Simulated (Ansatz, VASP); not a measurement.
# AlBAs2: VASP beside Ansatz

```
Al B As
1.0
     3.68311    0.00000    0.00000
     0.00000    3.68311    0.00000
     0.00000    0.00000    5.45112
Al B As
1 1 2
Direct
  0.00000 0.00000 0.00000
  0.50000 0.50000 0.50000
  0.50000 0.00000 0.71194
  0.00000 0.50000 0.28806
```

Alike in both runs: functional PBE; k mesh 6 × 6 × 4; occupations gaussian, width 0.1 eV; no spin polarisation.

Ansatz relaxed the structure, and its values are those at the end. VASP's run is a single point on that final structure, the one shown.

|  | VASP | Ansatz |
| --- | --- | --- |
| version | VASP 6.6.1 | Ansatz 0.2.0 |
| potentials or method | VASP PAW PBE potentials, release 64 (Al, B, As), cutoff 520 eV | scalar-relativistic, plane waves, PAW |
| valence electrons in the cell | 16 | 36 |

Ansatz gave:

* gap on the k mesh at the Fermi level (eV): 0.63
* least direct gap on the mesh (eV): 0.74
* pressure (GPa): 0.0
* rms of the force components (eV/Å): 0.012

Which values does VASP return?

gap on the k mesh at the Fermi level (eV): 0.63; least direct gap on the mesh (eV): 0.73; pressure (GPa): 0.3; rms of the force components (eV/Å): 0.008.

The functional is the same, so the differences come from potentials, cutoffs and numerics. VASP's potentials hold 16 valence electrons a cell and Ansatz's 36, so a difference there can come from the potentials and not from the codes.
